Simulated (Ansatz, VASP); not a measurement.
## Li: VASP beside Ansatz

The input INCAR:

```
ALGO = Normal
EDIFF = 1E-6
ENCUT = 520
GGA = PS
ISIF = 2
ISMEAR = -1
LASPH = True
LCHARG = False
LREAL = False
LWAVE = False
NBANDS = 12
NELM = 100
PREC = Accurate
SIGMA = 0.05
```

Contents of KPOINTS:

```
k-points
0
Gamma
  12 12 12
```

The input POSCAR:

```
Li
1.0
    1.5504989657      0.8951809952      7.7400660000
   -1.5504989657      0.8951809952      7.7400660000
    0.0000000000     -1.7903619905      7.7400660000
Li
3
Direct
    0.0000000000      0.0000000000      0.0000000000
    0.2220000000      0.2220000000      0.2220000000
    0.7780000000      0.7780000000      0.7780000000
```

Input for Ansatz:

```yaml
crystal:
  lattice:
    - [1.5504989657, 0.8951809952, 7.740066]
    - [-1.5504989657, 0.8951809952, 7.740066]
    - [0.0, -1.7903619905, 7.740066]
  atoms:
    - { symbol: Li, position: [0.0, 0.0, 0.0] }
    - { symbol: Li, position: [0.222, 0.222, 0.222] }
    - { symbol: Li, position: [0.778, 0.778, 0.778] }
kpoints:
  mp_grid: { grid: [12, 12, 12] }
  band_path:
    path:
      - [0.0, 0.0, 0.0]
      - [0.5, 0.5, 0.5]
      - [0.8244158744, 0.1755841256, 0.5]
      - [0.5, -0.1755841256, 0.1755841256]
      - [0.5, 0.0, 0.0]
      - [0.0, 0.0, 0.0]
      - [0.3377920628, -0.3377920628, 0.0]
      - [0.6622079372, 0.0, 0.3377920628]
      - [0.5, 0.0, 0.5]
    npoints: 5
scf:
  occupations: { method: fermi_dirac, width: 0.05 }
hamiltonian:
  xc: pbesol
  pseudopotentials: { kind: all_electron, lapw: { basis_error: 0.001 } }
output:
  forces: true
  stress: true
  eigenvalues: true
```

Change from the starting cell: zz strain of +2 %.

Alike in both runs: task single point; functional PBEsol; k mesh 12 × 12 × 12; occupations fermi-dirac, width 0.05 eV; no spin polarisation.

|  | VASP | Ansatz |
| --- | --- | --- |
| version | VASP 6.6.1 | Ansatz 0.2.0 |
| potentials or method | VASP PAW PBE potentials, release 64 (Li_sv), cutoff 520 eV | all-electron LAPW, scalar-relativistic |

|  | VASP | Ansatz | Ansatz less VASP |
| --- | --- | --- | --- |
| rms of the force components (eV/Å) | 0.004 | 0.004 | 0.0000 |

VASP's potentials were made for PBE, not for PBEsol. Atom by atom the forces differ by 0.000 eV/Å (rms over components). Ansatz ran all-electron here, and VASP with PAW potentials.

Noted on VASP's run: the cutoff is under 1.25 times that of the potentials, so the pressure is a little rough.
